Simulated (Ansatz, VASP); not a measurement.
One calculation of Re, two programs

The input INCAR:

```
ALGO     = Fast           # electronic algorithm
EDIFF    = 1E-6           # SCF threshold, eV
EDIFFG   = -0.04          # ionic threshold
ENCUT    = 600            # plane-wave cutoff, eV
GGA      = PE             # functional
IBRION   = 2              # ionic algorithm
ISIF     = 3              # what is computed and relaxed
ISMEAR   = 0              # smearing method
LASPH    = True           # aspherical terms in the spheres
LCHARG   = False          # write CHGCAR
LREAL    = False          # projectors in reciprocal space
LWAVE    = False          # write WAVECAR
NELM     = 60             # most SCF steps
NSW      = 90             # ionic steps
PREC     = Accurate       # precision mode
SIGMA    = 0.1            # smearing width, eV
```

The input KPOINTS:

```
k-points
0
Gamma
  4 4 4
```

File POSCAR:

```
Re
1.0
   -3.1988913854      3.1988913854      3.1988913854
    3.1988913854     -3.1988913854      3.1988913854
    3.1988913854      3.1988913854     -3.1988913854
Re
8
Direct
    0.2060000000      0.2060000000      0.2060000000
    0.5000000000      0.0000000000      0.2940000000
    0.2940000000      0.5000000000      0.0000000000
    0.0000000000      0.2940000000      0.5000000000
    0.7940000000      0.7940000000      0.7940000000
    0.5000000000      0.0000000000      0.7060000000
    0.7060000000      0.5000000000      0.0000000000
    0.0000000000      0.7060000000      0.5000000000
```

Input for Ansatz:

```yaml
crystal:
  lattice:
    - [-3.1988913854, 3.1988913854, 3.1988913854]
    - [3.1988913854, -3.1988913854, 3.1988913854]
    - [3.1988913854, 3.1988913854, -3.1988913854]
  atoms:
    - { symbol: Re, position: [0.206, 0.206, 0.206] }
    - { symbol: Re, position: [0.5, 0.0, 0.294] }
    - { symbol: Re, position: [0.294, 0.5, 0.0] }
    - { symbol: Re, position: [0.0, 0.294, 0.5] }
    - { symbol: Re, position: [0.794, 0.794, 0.794] }
    - { symbol: Re, position: [0.5, 0.0, 0.706] }
    - { symbol: Re, position: [0.706, 0.5, 0.0] }
    - { symbol: Re, position: [0.0, 0.706, 0.5] }
basis:
  ecutwfc: 420
kpoints:
  mp_grid: { grid: [4, 4, 4] }
hamiltonian:
  xc: pbe
scf:
  occupations: { method: gaussian, width: 0.1 }
  lower_state_search: "off"
output:
  forces: true
  stress: true
  eigenvalues: true
relax:
  adjacent_minimum: "off"
  f_tol: 0.04
  max_steps: 70
  cell: { stress_tol: 0.4 }
```

Alike in both runs: task relaxation of cell and atoms; functional PBE; k mesh 4 × 4 × 4; occupations gaussian, width 0.1 eV; no spin polarisation.

```csv
,VASP,Ansatz
version,VASP 6.6.1,Ansatz 0.2.0
potentials or method,"VASP PAW PBE potentials, release 64 (Re), cutoff 600 eV","scalar-relativistic, plane waves, PAW"
valence electrons in the cell,56,120
```

Ansatz gave:

- gap on the k mesh at the Fermi level, each at its own relaxed structure (eV): none
- relaxed volume (Å³/atom): 20.21
- relaxed cell length with the largest relative difference (Å): 5.944

Question: Estimate VASP's values.

Answer: gap on the k mesh at the Fermi level, each at its own relaxed structure (eV): none; relaxed volume (Å³/atom): 20.08; relaxed cell length with the largest relative difference (Å): 5.931.

A gap of «none» marks a metal or a gap that the smearing closes. VASP's potentials hold 56 valence electrons a cell and Ansatz's 120, so a difference there can come from the potentials and not from the codes.

Neither program's run includes spin-orbit coupling. Noted on VASP's run: the volume moved by over 15 % at a fixed basis, so the end points are rough.
